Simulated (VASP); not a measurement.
# Se (Fd-3m) in VASP: further runs, part 2 of 2

VASP 6.6.1. Earlier steps stand in the parts before.

### Step 3. Single point, PBEsol (volume scaled by 0.58)

INCAR

```
PREC = Accurate ; ENCUT = 520
EDIFF = 1E-7 ; ISMEAR = -1
SIGMA = 0.08 ; LREAL = F
LASPH = T ; NELM = 60
ALGO = Normal ; ISIF = 2
LWAVE = F ; LCHARG = F
GGA = PS ; NBANDS = 13
```

KPOINTS

```
regular mesh
0
Gamma
  11 11 11
```

POSCAR

```
Se
1.0
    0.0000000000      2.5944036122      2.5944036122
    2.5944036122      0.0000000000      2.5944036122
    2.5944036122      2.5944036122      0.0000000000
Se
2
Direct
   -0.1250000000     -0.1250000000     -0.1250000000
    0.1250000000      0.1250000000      0.1250000000
```

Potentials or basis: VASP PAW PBE potentials, release 64 (Se).

Run with:

```console
$ cat potpaw_PBE.64/Se/POTCAR > POTCAR
$ mpirun -np 1 vasp_std > vasp.out
```

OUTCAR:

```text
PREC = Accurate
   ENCUT = 520
   EDIFF = 1E-7
   ISMEAR = -1
   LREAL = F
   LASPH = T
   NELM = 60
   ISIF = 2
   GGA = PS

 ion  position               nearest neighbor table
   1  0.875  0.875  0.875-   2 2.25   2 2.25   2 2.25   2 2.25
   2  0.125  0.125  0.125-   1 2.25   1 2.25   1 2.25   1 2.25

  LATTYP: Found a face centered cubic cell.
 ALAT       =     5.1888072244

  Lattice vectors:

 A1 = (   0.0000000000,   2.5944036122,   2.5944036122)
 A2 = (   2.5944036122,   0.0000000000,   2.5944036122)
 A3 = (   2.5944036122,   2.5944036122,   0.0000000000)

Analysis of symmetry for initial positions (statically):
=====================================================================
 Subroutine PRICEL returns:
 Original cell was already a primitive cell.

 Routine SETGRP: Setting up the symmetry group for a
 face centered cubic supercell.

 Subroutine GETGRP returns: Found 48 space group operations
 (whereof 12 operations were pure point group operations)
 out of a pool of 48 trial point group operations.

The static configuration has the point symmetry D_3d.
 The point group associated with its full space group is O_h .

Analysis of symmetry for dynamics (positions and initial velocities):
=====================================================================
 Subroutine PRICEL returns:
 Original cell was already a primitive cell.

 Routine SETGRP: Setting up the symmetry group for a
 face centered cubic supercell.

 Subroutine GETGRP returns: Found 48 space group operations
 (whereof 12 operations were pure point group operations)
 out of a pool of 48 trial point group operations.

The dynamic configuration has the point symmetry D_3d.
 The point group associated with its full space group is O_h .

 Subroutine INISYM returns: Found 48 space group operations
 (whereof 12 operations are pure point group operations),
 and found     1 'primitive' translations

----------------------------------------------------------------------------------------

[... 121 lines left out ...]
   LEPSILON=     F    determine dielectric tensor
   LRPA    =     F    only Hartree local field effects (RPA)
 non-spin polarized calculation
  energy-cutoff  :      520.00
  volume of cell :       34.93
 maximum number of plane-waves:       954
   NGX = 13   NGY = 13   NGZ = 13

 number of electron      11.9999997 magnetization

 Free energy of the ion-electron system (eV)
  ---------------------------------------------------
  ext. energy  EPLUGINS =         0.00000000
  ---------------------------------------------------
  free energy    TOTEN  =        -3.10031095 eV

  energy without entropy =       -3.07373504  energy(sigma->0) =       -3.08702300

 E-fermi :   8.3190     XC(G=0): -11.0399

 val. band max:        8.2740533480   @ k =  -0.3636   0.2727   0.0909
 cond. band min:       8.3409030867   @ k =   0.2727   0.0909   0.0000
 fundamental gap:      0.0668497387
 Fermi energy:         8.3190220908

 k-point     1 :       0.0000    0.0000    0.0000
  band No.  band energies     occupation
      1     -12.2198      2.00000
      2       1.1868      2.00000
      3       2.6555      2.00000
      4       2.6555      2.00000
      5       2.6555      2.00000
      6       6.5072      2.00000
      7       6.5072      2.00000
      8       6.5072      2.00000
      9      12.5913      0.00000
     10      15.3535      0.00000
     11      15.3535      0.00000
     12      18.0877      0.00000
     13      18.0877      0.00000
[... 354 lines left out ...]
  band No.  band energies     occupation
      1     -11.1020      2.00000
      2      -3.7195      2.00000
      3       0.1286      2.00000
      4       1.8588      2.00000
      5       5.0056      2.00000
      6       7.8271      1.99574
      7       7.9678      1.97552
      8       9.4881      0.00000
      9      13.3247      0.00000
     10      15.5791      0.00000
     11      15.7021      0.00000
     12      18.9772      0.00000
     13      21.0679      0.00000

 [... further k-points ...]

------------------------ aborting loop because EDIFF is reached ----------------------------------------

  FORCE on cell =-STRESS in cart. coord.  units (eV):
  Direction    XX          YY          ZZ          XY          YZ          ZX
  --------------------------------------------------------------------------------------
  -------------------------------------------------------------------------------------
  Total       15.2371385     15.2371385     15.2371385     -0.0000000     -0.0000000      0.0000000
  in kB      698.9906718    698.9906718    698.9906718     -0.0000000     -0.0000000      0.0000000
  external PRESSURE =     698.9906718 kB  Pullay stress =       0.0000000 kB

 VOLUME and BASIS-vectors are now :
 -----------------------------------------------------------------------------
  energy-cutoff  :      520.00
  volume of cell :       34.93
      direct lattice vectors                 reciprocal lattice vectors
     0.000000000  2.594403612  2.594403612    -0.192722519  0.192722519  0.192722519
     2.594403612  0.000000000  2.594403612     0.192722519 -0.192722519  0.192722519
     2.594403612  2.594403612  0.000000000     0.192722519  0.192722519 -0.192722519

 POSITION                                       TOTAL-FORCE (eV/Angst)
 -----------------------------------------------------------------------------------
      4.54021      4.54021      4.54021        -0.000000     -0.000000     -0.000000
      0.64860      0.64860      0.64860         0.000000      0.000000      0.000000
 -----------------------------------------------------------------------------------
    total drift:                                0.000000     -0.000000     -0.000000

  FREE ENERGIE OF THE ION-ELECTRON SYSTEM (eV)
  ---------------------------------------------------
  free  energy   TOTEN  =        -3.1003109498 eV

  energy  without entropy=       -3.0737350437  energy(sigma->0) =       -3.08702300
```

It took 19 s on 1 thread of Intel Xeon Platinum 8259CL at 2.50GHz (Skylake/Cascade Lake), shared host; peak memory 0.16 GiB.

What came out:

```yaml
Free_energy: -3.1003 eV
Pressure: 69.9 GPa
Band_gap_on_the_k_mesh: zero (band 6 reaches 9.42 eV, above the bottom of band 7 at 6.51 eV)
```

Levels at points of the mesh, in eV from the Fermi level:
```csv
k point,band 3,band 4,band 5,band 6,band 7,band 8,band 9,band 10
"(0.00, 0.00, 0.00)",-5.66,-5.66,-5.66,-1.81,-1.81,-1.81,4.27,7.03
```

Caveat: the PAW data sets were made with another functional, which shifts forces and pressure a little.
